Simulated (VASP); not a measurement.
Runs of VASP 6.6.1 on LaHg. The structure is that of space group Pm-3m (No. 221), or close to it. The cells are those of the table. 

```csv
task,cell,gap on the mesh (eV),pressure (GPa)
electric field gradients,"a = 3.887 Å, 2 atoms",none,-3.7
single point,"a = 3.887 Å, 2 atoms",none,-3.7
single point,"a = 3.811 Å, 2 atoms",none,-0.5
electric field gradients,"a = 3.759 Å, 2 atoms",none,2.3
single point,"a = 3.837, b = 3.837, c = 3.875 Å, 2 atoms",none,-2.3
single point,"a = 3.837, b = 3.837, c = 3.799 Å, 2 atoms",none,-1.2
single point,"a = 3.875, b = 3.875, c = 3.837 Å, 2 atoms",none,-2.8
electric field gradients,"a = 3.811 Å, 2 atoms",none,-0.5
single point,"a = 3.837, b = 3.837, c = 3.760 Å, 2 atoms",none,(a)
single point,"a = 3.914, b = 3.914, c = 3.837 Å, 2 atoms",none,-3.7
single point,"a = 3.837, b = 3.837, c = 3.914 Å, 2 atoms",none,-2.8
single point,"a = 3.759 Å, 2 atoms",none,2.3
```

Alike in all rows: level LDA; potentials or basis VASP PAW LDA potentials, release 64 (La, Hg); no spin polarisation; k mesh 11 × 11 × 11; cutoff (eV) 520; smearing fermi-dirac 0.08 eV.

Task: Estimate the missing entries.

Result: (a) -0.6.

Caveats: spin-orbit coupling is left out, which moves the levels of the heavy elements; the cell stands under tension (at least some runs).

A k mesh can miss the band edges, and the runs leave out spin-orbit coupling on Hg, La.

A gap of «none» marks levels without a gap at the run's occupations.
